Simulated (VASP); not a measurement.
Set up this calculation in VASP 6.6.1, as the native input.

```yaml
Task: single point
Functional: PBEsol
Potentials_or_basis: VASP PAW PBE potentials, release 64 (Ga_d)
Cutoff: 520 eV
k_mesh: 13 × 13 × 13
Occupations: gaussian, width 0.05 eV
Spin: no spin polarisation
Dipole_correction: no
Further_INCAR_settings: ALGO = Normal; EDIFF = 1e-06; NBANDS = 12
```

The structure of Ga lies in POSCAR:

```
Ga
1.0
   -1.3843987196      1.3843987196      2.3112238365
    1.3843987196     -1.3843987196      2.3112238365
    1.3843987196      1.3843987196     -2.3112238365
Ga
1
Direct
    0.0000000000      0.0000000000      0.0000000000
```

The input as run:

INCAR

```
SYSTEM = Ga
ALGO = Normal ; EDIFF = 1E-6
ENCUT = 520 ; GGA = PS
ISIF = 2 ; ISMEAR = 0
LASPH = .True. ; LCHARG = .True.
LELF = .True. ; LREAL = .False.
LVHAR = .True. ; LWAVE = .False.
NBANDS = 12 ; NELM = 80
PREC = Accurate ; SIGMA = 0.05
```

KPOINTS

```
k-points
0
Gamma
  13 13 13
  0 0 0
```

Potentials or basis: VASP PAW PBE potentials, release 64 (Ga_d).

Run with:

```console
$ cat potpaw_PBE.64/Ga_d/POTCAR > POTCAR
$ mpirun -np 1 vasp_std > vasp.out
```

Results of the run:

The pressure is -0.3 GPa.

Caveat: the PAW data sets were made with another functional, which shifts forces and pressure a little.

It took 14 s on 1 thread of Intel(R) Xeon(R) Platinum 8559C (Emerald Rapids), on a shared host, peak memory 0.16 GiB.
